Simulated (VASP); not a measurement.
Mn: single point with PBE

Mn:

```
Mn
1.0
     3.06000    0.00000    0.00000
     0.00000    3.06000    0.00000
     0.00000    0.00000    3.06000
Mn
2
Direct
  0.00000 0.00000 0.00000
  0.50000 0.50000 0.50000
```

- Program: VASP 6.6.1
- Task: single point
- Functional: PBE
- Potentials or basis: VASP PAW PBE potentials, release 64 (Mn_pv)
- Cutoff: 500 eV
- k mesh: 4 × 4 × 4
- Occupations: fermi-dirac, width 0.1 eV
- Spin: collinear spin, antiferromagnetic start
- Starting moments: [3.55, -3.55] μB
- Dipole correction: no
- Further INCAR settings: ALGO = Normal; EDIFF = 1e-06; NBANDS = 24

The pressure is -7.3 GPa and the band gap on the k mesh is zero (filled and empty bands overlap). The net moment is 0.00 μB per cell. The site moments are Mn +3.26, -3.26 μB and the valence electrons inside the program's atomic spheres are Mn 11.55.

Levels at points of the mesh, in eV from the Fermi level:
Spin up:
```tsv
k point	band 11	band 12	band 13	band 14	band 15	band 16
(0.00, 0.00, 0.00)	-2.17	-2.17	0.48	0.48	1.53	1.53
(0.50, 0.00, 0.00)	-2.45	-1.85	-0.68	-0.37	0.26	0.26
(0.50, 0.50, 0.00)	-1.56	-0.66	-0.22	-0.22	0.84	1.52
(0.50, 0.50, 0.50)	-1.61	-1.61	-1.53	-1.53	1.97	1.97
```
Spin down:
| k point | band 9 | band 10 | band 11 | band 12 | band 13 | band 14 | band 15 | band 16 | band 17 | band 18 |
| --- | --- | --- | --- | --- | --- | --- | --- | --- | --- | --- |
| (0.00, 0.00, 0.00) | -4.11 | -2.17 | -2.17 | -2.17 | 0.48 | 0.48 | 1.53 | 1.53 | 1.53 | 7.81 |
| (0.50, 0.00, 0.00) | -3.34 | -2.45 | -2.45 | -1.85 | -0.68 | -0.37 | 0.26 | 0.26 | 1.15 | 2.33 |
| (0.50, 0.50, 0.00) | -2.94 | -2.94 | -1.56 | -0.66 | -0.22 | -0.22 | 0.84 | 1.52 | 1.52 | 1.92 |
| (0.50, 0.50, 0.50) | -3.52 | -1.61 | -1.61 | -1.61 | -1.53 | -1.53 | 1.97 | 1.97 | 7.07 | 7.07 |

It took 7.2 s on 1 thread of Intel(R) Xeon(R) 6975P-C (Granite Rapids), on a shared host, peak memory 0.14 GiB.

Caveat: the k points lie up to 0.51 Å⁻¹ apart.
